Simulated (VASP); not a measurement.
A run of VASP 6.6.1:

POSCAR

```
GaP
1.0
    0.0000000000      2.6163833159      2.8167230051
    2.6163833159      0.0000000000      2.8167230051
    2.6163833159      2.6163833159      0.0000000000
Ga P
1 1
Direct
    0.0000000000      0.0000000000      0.0000000000
    0.2500000000      0.2500000000      0.2500000000
```

Contents of INCAR.step1:

```
PREC = Accurate
ENCUT = 520
ISMEAR = 0
SIGMA = 0.01
LREAL = F
LASPH = T
NELM = 100
NBANDS = 16
GGA = PE
ALGO = Normal
EDIFF = 1E-4
LWAVE = T
LCHARG = F
```

Contents of INCAR.step2:

```
PREC = Accurate
ENCUT = 520
EDIFF = 1E-7
ISMEAR = 0
SIGMA = 0.01
LREAL = F
LASPH = T
NELM = 100
ALGO = Normal
ISIF = 2
LWAVE = F
LCHARG = F
METAGGA = R2SCAN
LMIXTAU = T
NBANDS = 16
ISTART = 1
```

File KPOINTS:

```
Automatic mesh
0
Gamma
  8 8 8
```

Potentials or basis: VASP PAW PBE potentials, release 64 (Ga_d, P).

Command:

```bash
$ cat potpaw_PBE.64/Ga_d/POTCAR potpaw_PBE.64/P/POTCAR > POTCAR
$ cp INCAR.step1 INCAR
$ mpirun -np 1 vasp_std > vasp.out
$ cp INCAR.step2 INCAR
$ mpirun -np 1 vasp_std > vasp.out
```

Hardware: 1 thread of AMD EPYC 9R45 96-Core Processor (Zen 5) (shared host).

Question: Estimate the wall time of this run.

Answer: Wall time 110 s on 1 thread of AMD EPYC 9R45 96-Core Processor (Zen 5), with other jobs on the host, peak memory 0.16 GiB. Counts: k points 59.
